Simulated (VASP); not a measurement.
# AlAs (v.bA) (F-43m) in VASP: single point with PBEsol

Aim: the single point of AlAs (v.bA) with PBEsol.

All numbers are computed with VASP 6.6.1; they aren't measurements. Logs are shortened: lines on timing, memory, paths and dates and some standing lists are left out, and cuts for length are marked.

## 1. The cell of the first run

It takes space group F-43m (No. 216, cubic). The conventional cell has a = 5.674 Å, b = 5.674 Å, c = 5.674 Å, α = 90.00°, β = 90.00°, γ = 90.00°. Al (site symmetry -43m) has 4 As at 2.46 Å within 3.2 Å. As (site symmetry -43m) has 4 Al at 2.46 Å within 3.2 Å.

## 2. Single point, PBEsol

INCAR reads:

```
PREC     = Accurate       # precision mode
ENCUT    = 500            # plane-wave cutoff, eV
EDIFF    = 1E-6           # SCF threshold, eV
ISMEAR   = 0              # smearing method
SIGMA    = 0.02           # smearing width, eV
LREAL    = False          # projectors in reciprocal space
LASPH    = True           # aspherical terms in the spheres
NELM     = 120            # most SCF steps
ALGO     = Normal         # electronic algorithm
ISIF     = 2              # what is computed and relaxed
LWAVE    = False          # write WAVECAR
LCHARG   = False          # write CHGCAR
GGA      = PS             # functional
NBANDS   = 11             # bands
GGA_COMPAT= False
```

KPOINTS reads:

```
Automatic mesh
0
Gamma
  8 8 8
```

POSCAR reads:

```
AlAs
1.0
    0.0000000000      2.8372289489      2.8372289489
    2.8372289489      0.0000000000      2.8372289489
    2.8372289489      2.8372289489      0.0000000000
Al As
1 1
Direct
    0.0000000000      0.0000000000      0.0000000000
    0.2500000000      0.2500000000      0.2500000000
```

Potentials or basis: VASP PAW PBE potentials, release 64 (Al, As).

Started as:

```
cat potpaw_PBE.64/Al/POTCAR potpaw_PBE.64/As/POTCAR > POTCAR
mpirun -np 1 vasp_std > vasp.out
```

OUTCAR:

```text
PREC = Accurate
   ENCUT = 500
   EDIFF = 1E-6
   ISMEAR = 0
   LREAL = False
   LASPH = True
   NELM = 120
   ISIF = 2
   GGA = PS

 ion  position               nearest neighbor table
   1  0.000  0.000  0.000-   2 2.46   2 2.46   2 2.46   2 2.46
   2  0.250  0.250  0.250-   1 2.46   1 2.46   1 2.46   1 2.46

  LATTYP: Found a face centered cubic cell.
 ALAT       =     5.6744578978

  Lattice vectors:

 A1 = (   0.0000000000,   2.8372289489,   2.8372289489)
 A2 = (   2.8372289489,   0.0000000000,   2.8372289489)
 A3 = (   2.8372289489,   2.8372289489,   0.0000000000)

Analysis of symmetry for initial positions (statically):
=====================================================================
 Subroutine PRICEL returns:
 Original cell was already a primitive cell.

 Routine SETGRP: Setting up the symmetry group for a
 face centered cubic supercell.

 Subroutine GETGRP returns: Found 24 space group operations
 (whereof 24 operations were pure point group operations)
 out of a pool of 48 trial point group operations.

The static configuration has the point symmetry T_d .

Analysis of symmetry for dynamics (positions and initial velocities):
=====================================================================
 Subroutine PRICEL returns:
 Original cell was already a primitive cell.

 Routine SETGRP: Setting up the symmetry group for a
 face centered cubic supercell.

 Subroutine GETGRP returns: Found 24 space group operations
 (whereof 24 operations were pure point group operations)
 out of a pool of 48 trial point group operations.

The dynamic configuration has the point symmetry T_d .

 Subroutine INISYM returns: Found 24 space group operations
 (whereof 24 operations are pure point group operations),
 and found     1 'primitive' translations

----------------------------------------------------------------------------------------

                                     Primitive cell

  volume of cell :      45.6786

  direct lattice vectors                    reciprocal lattice vectors
     0.000000000  2.837228949  2.837228949    -0.176228288  0.176228288  0.176228288
     2.837228949  0.000000000  2.837228949     0.176228288 -0.176228288  0.176228288
     2.837228949  2.837228949  0.000000000     0.176228288  0.176228288 -0.176228288

  length of vectors
     4.012447659  4.012447659  4.012447659     0.305236348  0.305236348  0.305236348

  position of ions in fractional coordinates (direct lattice)
     0.000000000  0.000000000  0.000000000
     0.250000000  0.250000000  0.250000000

  ion indices of the primitive-cell ions
   primitive index   ion index
                 1           1
                 2           2

----------------------------------------------------------------------------------------

 KPOINTS: Automatic mesh

Automatic generation of k-mesh.
 Grid dimensions read from file:
 generate k-points for:    8    8    8

 Generating k-lattice:

  Cartesian coordinates                     Fractional coordinates (reciprocal lattice)
    -0.022028536  0.022028536  0.022028536     0.125000000  0.000000000  0.000000000
     0.022028536 -0.022028536  0.022028536     0.000000000  0.125000000  0.000000000
     0.022028536  0.022028536 -0.022028536     0.000000000  0.000000000  0.125000000

  Length of vectors
     0.038154544  0.038154544  0.038154544

  Shift w.r.t. Gamma in fractional coordinates (k-lattice)
     0.000000000  0.000000000  0.000000000

 Subroutine IBZKPT returns following result:
 ===========================================

 Found     29 irreducible k-points:

 Following reciprocal coordinates:
            Coordinates               Weight
  0.000000  0.000000  0.000000      1.000000
  0.125000  0.000000  0.000000      8.000000
  0.250000  0.000000  0.000000      8.000000
  0.375000  0.000000  0.000000      8.000000
  0.500000  0.000000  0.000000      4.000000
  0.125000  0.125000  0.000000      6.000000
[... 16 lines left out ...]
  0.500000  0.250000  0.125000     48.000000
 -0.375000  0.250000  0.125000     24.000000
 [... further k-points ...]
   k-points           NKPTS =     29   k-points in BZ     NKDIM =     29   number of bands    NBANDS=     11
   number of dos      NEDOS =    301   number of ions     NIONS =      2
   total plane-waves  NPLWV =  27000
   dimension x,y,z NGX =    30 NGY =   30 NGZ =   30
   dimension x,y,z NGXF=    60 NGYF=   60 NGZF=   60
   ions per type =               1   1
   NGX,Y,Z   is equivalent  to a cutoff of  12.43, 12.43, 12.43 a.u.
   NGXF,Y,Z  is equivalent  to a cutoff of  24.86, 24.86, 24.86 a.u.
 SYSTEM =  unknown system
   PREC   = accura    normal or accurate (medium, high low for compatibility)
   ISTART =      0    job   : 0-new  1-cont  2-samecut
   ICHARG =      2    charge: 1-file 2-atom 10-const
   ISPIN  =      1    spin polarized calculation?
   LNONCOLLINEAR =      F non collinear calculations
   LSORBIT =      F    spin-orbit coupling
   LASPH  =      T    aspherical Exc in radial PAW
   ENCUT  =  500.0 eV  36.75 Ry    6.06 a.u.   7.32  7.32  7.32*2*pi/ulx,y,z
   NELM   =    120;   NELMIN=  2; NELMDL= -5     # of ELM steps
   EDIFF  = 0.1E-05   stopping-criterion for ELM
   LREAL  =      F    real-space projection
   EDIFFG = 0.1E-04   stopping-criterion for IOM
   NSW    =      0    number of steps for IOM
   IBRION =     -1    ionic relax: 0-MD 1-quasi-New 2-CG
   NFREE  =      0    steps in history (QN), initial steepest desc. (CG)
   ISIF   =      2    stress and relaxation
   ISYM   =      2    0-nonsym 1-usesym 2-fastsym
   POTIM  = 0.5000    time-step for ionic-motion
   TEBEG  =    0.0;   TEEND  =   0.0 temperature during run
   PSTRESS=    0.0 pullay stress
   NELECT =       8.0000    total number of electrons
   NUPDOWN=      -1.0000    fix difference up-down
   EMIN   =  10.00;   EMAX   =-10.00  energy-range for DOS
   EFERMI =   0.00;   METHOD = LEGACY
   ISMEAR =     0;   SIGMA  =   0.02  broadening in eV -4-tet -1-fermi 0-gaus
   EFERMI_NEDOS =   21; number of points for ismear=-14 and -15
   IALGO  =     38    algorithm
   IMIX   =      4    mixing-type and parameters
     AMIX     =   0.40;   BMIX     =  1.00
     AMIX_MAG =   1.60;   BMIX_MAG =  1.00
  volume/ion in A,a.u.               =      22.84       154.13
  Fermi-wavevector in a.u.,A,eV,Ry     =   0.915940  1.730876 11.414559  0.838946
  Thomas-Fermi vector in A             =   2.040739
   LORBIT       =      0    0 simple, 1 ext, 2 COOP (PROOUT), +10 PAW based schemes
   GGA     = PS    functional components
   LHFCALC =     F    Hartree Fock is set to
   AEXX    =    0.0000 exact exchange contribution
   IVDW    =     0    specifies the selected vdW correction
   LEPSILON=     F    determine dielectric tensor
   LRPA    =     F    only Hartree local field effects (RPA)
 non-spin polarized calculation
 Gauss-broadening in eV      SIGMA  =   0.02
  energy-cutoff  :      500.00
  volume of cell :       45.68
 maximum number of plane-waves:      1211
 NGX is ok and might be reduce to    30
   NGX = 15   NGY = 15   NGZ = 15

 number of electron       8.0000000 magnetization

 Free energy of the ion-electron system (eV)
  ---------------------------------------------------
  ext. energy  EPLUGINS =         0.00000000
  ---------------------------------------------------
  free energy    TOTEN  =       -10.06467664 eV

  energy without entropy =      -10.06467664  energy(sigma->0) =      -10.06467664

 E-fermi :   3.8269     XC(G=0):  -9.1678

 val. band max:        3.7409487453   @ k =   0.0000   0.0000   0.0000
 cond. band min:       5.0723364089   @ k =   0.5000   0.5000   0.0000
 fundamental gap:      1.3313876636
 Fermi energy:         3.8268720868

 k-point     1 :       0.0000    0.0000    0.0000
  band No.  band energies     occupation
      1      -8.1056      2.00000
      2       3.7409      2.00000
      3       3.7409      2.00000
      4       3.7409      2.00000
      5       5.6644      0.00000
      6       7.9916      0.00000
      7       7.9916      0.00000
      8       7.9916      0.00000
      9      12.4122      0.00000
     10      12.7170      0.00000
     11      12.7170      0.00000

 k-point     2 :       0.1250    0.0000    0.0000
  band No.  band energies     occupation
      1      -7.9536      2.00000
      2       2.2978      2.00000
      3       3.5804      2.00000
      4       3.5804      2.00000
      5       6.4362      0.00000
      6       8.2722      0.00000
      7       8.2722      0.00000
      8       8.3702      0.00000
      9      12.0921      0.00000
     10      12.0921      0.00000
     11      13.1420      0.00000

 k-point     3 :       0.2500    0.0000    0.0000
  band No.  band energies     occupation
      1      -7.5317      2.00000
      2       0.3441      2.00000
      3       3.2640      2.00000
      4       3.2640      2.00000
      5       6.2692      0.00000
      6       8.6074      0.00000
      7       8.6074      0.00000
      8      10.0783      0.00000
      9      11.9814      0.00000
     10      11.9814      0.00000
     11      12.9490      0.00000

 k-point     4 :       0.3750    0.0000    0.0000
  band No.  band energies     occupation
      1      -6.9862      2.00000
      2      -1.1975      2.00000
      3       3.0118      2.00000
      4       3.0118      2.00000
      5       5.9250      0.00000
      6       8.4857      0.00000
      7       8.4857      0.00000
      8      11.2854      0.00000
      9      13.2766      0.00000
     10      13.2766      0.00000
     11      13.3123      0.00000
[... 239 lines left out ...]
 k-point    22 :       0.3750    0.2500    0.1250
  band No.  band energies     occupation
      1      -7.1790      2.00000
      2      -0.0296      2.00000
      3       1.7823      2.00000
      4       2.7652      2.00000
      5       7.2635      0.00000
      6       7.9391      0.00000
      7       8.9583      0.00000
      8      10.2089      0.00000
      9      11.8305      0.00000
     10      14.0829      0.00000
     11      15.6352      0.00000

 k-point    23 :       0.5000    0.2500    0.1250
  band No.  band energies     occupation
      1      -6.6884      2.00000
      2      -1.0371      2.00000
      3       1.1941      2.00000
      4       2.3820      2.00000
      5       7.3444      0.00000
      6       8.1202      0.00000
      7       9.4459      0.00000
      8      10.5374      0.00000
      9      12.9850      0.00000
     10      14.1884      0.00000
     11      15.7682      0.00000

 k-point    24 :      -0.3750    0.2500    0.1250
  band No.  band energies     occupation
      1      -6.4350      2.00000
      2      -1.5147      2.00000
      3       1.0424      2.00000
      4       2.1983      2.00000
      5       7.3355      0.00000
      6       7.8974      0.00000
      7      10.3556      0.00000
      8      11.2864      0.00000
      9      12.0084      0.00000
     10      14.6293      0.00000
     11      15.8938      0.00000

 [... further k-points ...]

------------------------ aborting loop because EDIFF is reached ----------------------------------------

  FORCE on cell =-STRESS in cart. coord.  units (eV):
  Direction    XX          YY          ZZ          XY          YZ          ZX
  --------------------------------------------------------------------------------------
  -------------------------------------------------------------------------------------
  Total        0.0794048      0.0794048      0.0794048      0.0000000     -0.0000000      0.0000000
  in kB        2.7851234      2.7851234      2.7851234      0.0000000     -0.0000000      0.0000000
  external PRESSURE =       2.7851234 kB  Pullay stress =       0.0000000 kB

 VOLUME and BASIS-vectors are now :
 -----------------------------------------------------------------------------
  energy-cutoff  :      500.00
  volume of cell :       45.68
      direct lattice vectors                 reciprocal lattice vectors
     0.000000000  2.837228949  2.837228949    -0.176228288  0.176228288  0.176228288
     2.837228949  0.000000000  2.837228949     0.176228288 -0.176228288  0.176228288
     2.837228949  2.837228949  0.000000000     0.176228288  0.176228288 -0.176228288

 POSITION                                       TOTAL-FORCE (eV/Angst)
 -----------------------------------------------------------------------------------
      0.00000      0.00000      0.00000        -0.000000      0.000000      0.000000
      1.41861      1.41861      1.41861         0.000000     -0.000000     -0.000000
 -----------------------------------------------------------------------------------
    total drift:                                0.000000      0.000000      0.000000

  FREE ENERGIE OF THE ION-ELECTRON SYSTEM (eV)
  ---------------------------------------------------
  free  energy   TOTEN  =       -10.0646766403 eV

  energy  without entropy=      -10.0646766403  energy(sigma->0) =      -10.06467664
```

Run time: 23 s. Hardware: 1 thread of Intel Xeon 8259CL, shared host; peak memory 0.17 GiB.

What came out:

```
Free energy            : -10.0647 eV
Pressure               : 0.3 GPa
Band gap on the k mesh : 1.33 eV, indirect (least direct gap 1.92 eV)
```

Levels at points of the mesh, in eV from the valence-band top:
```
           k point  band 1  band 2  band 3  band 4  band 5  band 6  band 7  band 8
(0.00, 0.00, 0.00)  -11.85    0.00    0.00    0.00    1.92    4.25    4.25    4.25
(0.50, 0.00, 0.00)  -10.44   -5.57   -0.82   -0.82    2.05    4.63    4.63    7.56
(0.50, 0.50, 0.00)   -9.89   -5.42   -2.17   -2.17    1.33    2.22   10.23   10.23
```

Caveat: the PAW data sets were made with another functional, which shifts forces and pressure a little. A k mesh can miss the band edges.
